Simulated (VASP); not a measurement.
Wanted: the native input for a VASP 6.6.1 run.

| Item | Value |
| --- | --- |
| Task | relaxation of cell and atoms |
| Functional | r2SCAN |
| Potentials or basis | VASP PAW PBE potentials, release 64 (Ag, I) |
| Cutoff | 550 eV |
| k mesh | 6 × 6 × 4 |
| Occupations | gaussian, width 0.02 eV |
| Spin | no spin polarisation |
| Target pressure | 8 GPa |
| Dipole correction | no |
| Further INCAR settings | ALGO = Normal; EDIFF = 1e-07; IBRION = 2; EDIFFG = -0.008; NSW = 70; ISIF = 3 |

AgI:

```xyz
4
Lattice="4.4028 0.0000 0.0000 -2.2014 3.8129 0.0000 0.0000 0.0000 7.2047" Properties=species:S:1:pos:R:3 pbc="T T T"
Ag    0.0000    2.5420    0.0192
Ag    2.2014    1.2710    3.6216
I     0.0000    2.5420    2.7178
I     2.2014    1.2710    6.3202
```

One way to write it, as run:

POSCAR

```
AgI
1.0
    4.4028044418      0.0000000000      0.0000000000
   -2.2014022209      3.8129404945      0.0000000000
    0.0000000000      0.0000000000      7.2046900547
Ag I
2 2
Direct
    0.3333333333      0.6666666667      0.0026667967
    0.6666666667      0.3333333333      0.5026667967
    0.3333333333      0.6666666667      0.3772332033
    0.6666666667      0.3333333333      0.8772332033
```

INCAR.step1

```
PREC     = Accurate       # precision mode
ENCUT    = 550            # plane-wave cutoff, eV
ISMEAR   = 0              # smearing method
SIGMA    = 0.02           # smearing width, eV
LREAL    = F              # projectors in reciprocal space
LASPH    = T              # aspherical terms in the spheres
NELM     = 120            # most SCF steps
GGA      = PE             # functional
ALGO     = Normal         # electronic algorithm
EDIFF    = 1E-5           # SCF threshold, eV
LWAVE    = T              # write WAVECAR
LCHARG   = F              # write CHGCAR
GGA_COMPAT= F            
IBRION   = 2              # ionic algorithm
ISIF     = 3              # what is computed and relaxed
EDIFFG   = -0.005         # ionic threshold
NELMIN   = 4            
NSW      = 100            # ionic steps
```

INCAR.step2

```
PREC     = Accurate       # precision mode
ENCUT    = 550            # plane-wave cutoff, eV
EDIFF    = 1E-7           # SCF threshold, eV
ISMEAR   = 0              # smearing method
SIGMA    = 0.02           # smearing width, eV
LREAL    = F              # projectors in reciprocal space
LASPH    = T              # aspherical terms in the spheres
NELM     = 120            # most SCF steps
ALGO     = Normal         # electronic algorithm
ISIF     = 3              # what is computed and relaxed
LWAVE    = F              # write WAVECAR
LCHARG   = F              # write CHGCAR
METAGGA  = R2SCAN         # meta-GGA
LMIXTAU  = T            
IBRION   = 2              # ionic algorithm
NSW      = 70             # ionic steps
EDIFFG   = -0.008         # ionic threshold
PSTRESS  = 80.0         
ISTART   = 1            
GGA_COMPAT= F            
NELMIN   = 4
```

KPOINTS

```
regular mesh
0
Gamma
  6 6 4
```

Potentials or basis: VASP PAW PBE potentials, release 64 (Ag, I).

Launch:

```sh
$ cat potpaw_PBE.64/Ag/POTCAR potpaw_PBE.64/I/POTCAR > POTCAR
$ cp INCAR.step1 INCAR
$ mpirun -np 1 vasp_std > vasp.out
$ cp INCAR.step2 INCAR
$ mpirun -np 1 vasp_std > vasp.out
```

Results of the run:

```yaml
Relaxed_volume: 29.27 Å³/atom
Relaxed_cell: a = 4.152 Å, b = 4.152 Å, c = 7.840 Å, α = 90.00°, β = 90.00°, γ = 120.00°
Space_group_after_relaxing_to_0.1_Å: P6_3mc (No. 186)
Energy_change_on_relaxing_the_run_minimises_the_enthalpy: +42.1 meV/atom
Ionic_steps: 26
Pressure_after_relaxing: 8.0 GPa
Band_gap_on_the_k_mesh: 1.61 eV
```

Caveat: the cell is relaxed towards a set pressure, so the run minimises the enthalpy, not the energy; the PAW data sets were made with another functional, which shifts forces and pressure a little; spin-orbit coupling is left out, which moves the levels of the heavy elements.

It took 36 min on 1 thread of Intel(R) Xeon(R) 6975P-C (Granite Rapids), on a shared host, peak memory 0.33 GiB.
